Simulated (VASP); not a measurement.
Wanted: the native input for a VASP 6.6.1 run.

* Task: single point
* Functional: r2SCAN
* Potentials or basis: VASP PAW PBE potentials, release 64 (Fe)
* Cutoff: 520 eV
* k mesh: 22 × 22 × 22
* Occupations: gaussian, width 0.05 eV
* Spin: collinear spin, ferromagnetic start
* Starting moments: [3.02] μB
* Dipole correction: no
* Further INCAR settings: ALGO = Normal; EDIFF = 1e-07; NBANDS = 14

Crystal: Fe.

```xyz
1
Lattice="-1.4377 1.4377 1.4377 1.4377 -1.4377 1.4377 1.4377 1.4377 -1.4377" Properties=species:S:1:pos:R:3 pbc="T T T"
Fe    0.0000    0.0000    0.0000
```

The input as run:

POSCAR

```
Fe
1.0
   -1.4377319084      1.4377319084      1.4377319084
    1.4377319084     -1.4377319084      1.4377319084
    1.4377319084      1.4377319084     -1.4377319084
Fe
1
Direct
    0.0000000000      0.0000000000      0.0000000000
```

INCAR.step1

```
SYSTEM = Fe
  PREC = Accurate
  ENCUT = 520
  ISMEAR = 0
  SIGMA = 0.05
  LREAL = .False.
  LASPH = .True.
  NELM = 150
  ISPIN = 2
  MAGMOM = 3.02
  LMAXMIX = 4
  NBANDS = 14
  GGA = PE
  ALGO = Normal
  EDIFF = 1E-4
  LWAVE = .True.
  LCHARG = .False.
```

INCAR.step2

```
SYSTEM = Fe
  PREC = Accurate
  ENCUT = 520
  EDIFF = 1E-7
  ISMEAR = 0
  SIGMA = 0.05
  LREAL = .False.
  LASPH = .True.
  NELM = 150
  ALGO = Normal
  ISIF = 2
  LWAVE = .False.
  LCHARG = .False.
  ISPIN = 2
  MAGMOM = 3.02
  LORBIT = 11
  LMAXMIX = 4
  METAGGA = R2SCAN
  LMIXTAU = .True.
  NBANDS = 14
  ISTART = 1
```

KPOINTS

```
Automatic mesh
0
Gamma
  22 22 22
  0 0 0
```

Potentials or basis: VASP PAW PBE potentials, release 64 (Fe).

The run is started by

```bash
$ cat potpaw_PBE.64/Fe/POTCAR > POTCAR
$ cp INCAR.step1 INCAR
$ mpirun -np 1 vasp_std > vasp.out
$ cp INCAR.step2 INCAR
$ mpirun -np 1 vasp_std > vasp.out
```

It gave:

```yaml
Pressure: -1.7 GPa
Net_moment: 2.67 μB per cell
Site_moments: Fe +2.74 μB
Valence_electrons_inside_the_program's_atomic_spheres: Fe 7.18
```

Caveat: the PAW data sets were made with another functional, which shifts forces and pressure a little.

Run time: 5 min on 1 thread of Intel(R) Xeon(R) Platinum 8375C CPU @ 2.90GHz (Ice Lake), on a shared host, peak memory 0.21 GiB.
